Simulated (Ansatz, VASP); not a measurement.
# BaGe3F2: VASP beside Ansatz

```
CELL_PARAMETERS angstrom
3.24554 1.87381 2.64997
-3.24554 1.87381 2.64997
0.00000 -3.74762 2.64997
ATOMIC_POSITIONS crystal
Ba 0.00000 0.00000 0.00000
Ge 0.50000 0.50000 0.00000
Ge 0.50000 0.00000 0.50000
Ge 0.00000 0.50000 0.50000
F 0.75000 0.75000 0.75000
F 0.25000 0.25000 0.25000
```

Alike in both runs: task relaxation of cell and atoms; functional PBE; k mesh 4 × 4 × 4; occupations gaussian, width 0.1 eV; no spin polarisation.

|  | VASP | Ansatz |
| --- | --- | --- |
| version | VASP 6.6.1 | Ansatz 0.2.0 |
| potentials or method | VASP PAW PBE potentials, release 64 (Ba_sv, Ge_d, F), cutoff 600 eV | scalar-relativistic, plane waves, PAW |
| valence electrons in the cell | 66 | 66 |

VASP gave:

* gap on the k mesh at the Fermi level, each at its own relaxed structure (eV): none
* relaxed volume (Å³/atom): 22.67
* relaxed length of the cell vector where the two differ most in proportion (Å): 5.170

Question: What did Ansatz give for the same quantities?

Answer: gap on the k mesh at the Fermi level, each at its own relaxed structure (eV): none; relaxed volume (Å³/atom): 22.82; relaxed length of the cell vector where the two differ most in proportion (Å): 5.189.

A gap of «none» marks a metal or a gap that the smearing closes.

Neither program's run includes spin-orbit coupling. Noted on VASP's run: the volume moved by over 15 % at a fixed basis, so the end points are rough.
